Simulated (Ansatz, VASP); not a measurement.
One calculation of Li, two programs

The input INCAR:

```
SYSTEM = Li
  ALGO = Normal
  EDIFF = 1E-8
  ENCUT = 520
  GGA = PE
  ISIF = 2
  ISMEAR = -1
  LASPH = .True.
  LCHARG = .False.
  LEFG = .True.
  LREAL = .False.
  LWAVE = .False.
  NBANDS = 8
  NELM = 60
  PREC = Accurate
  SIGMA = 0.08
```

Contents of KPOINTS:

```
k-points
0
Gamma
  13 13 13
  0 0 0
```

The input POSCAR:

```
Li
1.0
    0.0440400000      2.2240200000      2.2240200000
    2.2240200000      0.0440400000      2.2240200000
    2.2240200000      2.2240200000      0.0440400000
Li
1
Direct
    0.0000000000      0.0000000000      0.0000000000
```

Input for Ansatz:

```yaml
crystal:
  lattice:
    - [0.04404, 2.22402, 2.22402]
    - [2.22402, 0.04404, 2.22402]
    - [2.22402, 2.22402, 0.04404]
  atoms:
    - { symbol: Li, position: [0.0, 0.0, 0.0] }
kpoints:
  mp_grid: { grid: [13, 13, 13] }
scf:
  occupations: { method: fermi_dirac, width: 0.08 }
hamiltonian:
  xc: pbe
  pseudopotentials: { kind: all_electron, datasets: crystal }
output:
  forces: true
  stress: true
  eigenvalues: true
  efg: { contact_densities: true }
```

Change from the starting cell: equal xy, yz and zx shear strains of +2 %, crystal datasets.

Alike in both runs: task electric field gradients; functional PBE; k mesh 13 × 13 × 13; occupations fermi-dirac, width 0.08 eV; no spin polarisation.

|  | VASP | Ansatz |
| --- | --- | --- |
| version | VASP 6.6.1 | Ansatz 0.2.0 |
| potentials or method | VASP PAW PBE potentials, release 64 (Li_sv), cutoff 520 eV | all-electron PAW with datasets made for the crystal, scalar-relativistic |

Ansatz gave:

```
size of Vzz on the site where it differs most (V/Å²) : 0.1
```

Q: Estimate VASP's values.

A: Size of Vzz on the site where it differs most (V/Å²): 0.2.

Ansatz ran all-electron here, and VASP with PAW potentials.

Noted on VASP's run: the cutoff is short for stress, so the pressure is rough.
